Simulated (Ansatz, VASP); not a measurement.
## One calculation of InGa3P4, two programs

```
In Ga P
1.0
     5.56412    0.00000    0.00000
     0.00000    5.56412    0.00000
     0.00000    0.00000    5.56412
In Ga P
1 3 4
Cartesian
  2.7821 2.7821 2.7821
  0.0000 0.0000 2.7821
  0.0000 2.7821 0.0000
  2.7821 0.0000 0.0000
  4.2303 4.2303 4.2303
  4.2303 1.3338 1.3338
  1.3338 4.2303 1.3338
  1.3338 1.3338 4.2303
```

Alike in both runs: functional PBE; k mesh 6 × 6 × 6; occupations gaussian, width 0.02 eV; no spin polarisation.

Ansatz relaxed the structure, and its values are those at the end. VASP's run is a single point on that final structure, the one shown.

```csv
,VASP,Ansatz
version,VASP 6.6.1,Ansatz 0.2.0
potentials or method,"VASP PAW PBE potentials, release 64 (In_d, Ga_d, P), cutoff 520 eV","scalar-relativistic, plane waves, PAW"
valence electrons in the cell,72,72
```

```tsv
	VASP	Ansatz	Ansatz less VASP
gap on the k mesh at the Fermi level (eV)	1.20	1.21	+0.004
least direct gap on the mesh (eV)	1.20	1.21	+0.004
pressure (GPa)	2.3	2.3	+0.04
rms of the force components (eV/Å)	0.005	0.004	-0.0015
```

With one functional, cell and mesh, what is left measures potentials, basis and numerics. Ansatz's warnings: stress scf threshold loose.
